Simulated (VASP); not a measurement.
Set up this calculation in VASP 6.6.1, as the native input.

```yaml
Task: single point
Functional: PBE
Potentials_or_basis: VASP PAW PBE potentials, release 64 (W_sv, C)
Cutoff: 520 eV
k_mesh: 10 × 10 × 9
Occupations: fermi-dirac, width 0.05 eV
Spin: no spin polarisation
Hubbard_terms: W d U = 8.0 eV
Dipole_correction: no
Further_INCAR_settings: ALGO = Normal; EDIFF = 1e-07; NBANDS = 16
```

The structure of WC (Qusongite) lies in POSCAR:

```
WC
1.0
    2.9306327197      0.0000000000      0.0000000000
   -1.4653163598      2.5380023844      0.0000000000
    0.0000000000      0.0000000000      2.8434076053
W C
1 1
Direct
    0.0000000000      0.0000000000      0.0000000000
    0.6666666667      0.3333333333      0.5000000000
```

The input as run:

INCAR

```
PREC = Accurate ; ENCUT = 520
EDIFF = 1E-7 ; ISMEAR = -1
SIGMA = 0.05 ; LREAL = F
LASPH = T ; NELM = 150
ALGO = Normal ; ISIF = 2
LWAVE = F ; LCHARG = F
LMAXMIX = 4 ; LDAU = T
LDAUTYPE = 2 ; LDAUL = 2 -1
LDAUU = 8 0 ; LDAUJ = 0 0
LDAUPRINT = 1 ; GGA = PE
NBANDS = 16
```

KPOINTS

```
regular mesh
0
Gamma
  10 10 9
```

Potentials or basis: VASP PAW PBE potentials, release 64 (W_sv, C).

The run is started by

```console
$ cat potpaw_PBE.64/W_sv/POTCAR potpaw_PBE.64/C/POTCAR > POTCAR
$ mpirun -np 1 vasp_std > vasp.out
```

It gave:

| Quantity | Value |
| --- | --- |
| Pressure | 17.9 GPa |
| Band gap on the k mesh | zero (band 9 reaches 12.04 eV, above the bottom of band 10 at 11.18 eV) |

Caveat: spin-orbit coupling is left out, which moves the levels of the heavy elements; U without spin polarisation on a metal has little footing; the U is typed as a test and isn't derived for this compound.

It took 9.4 s on 1 thread of Intel(R) Xeon(R) 6975P-C (Granite Rapids) (shared host), peak memory 0.15 GiB.
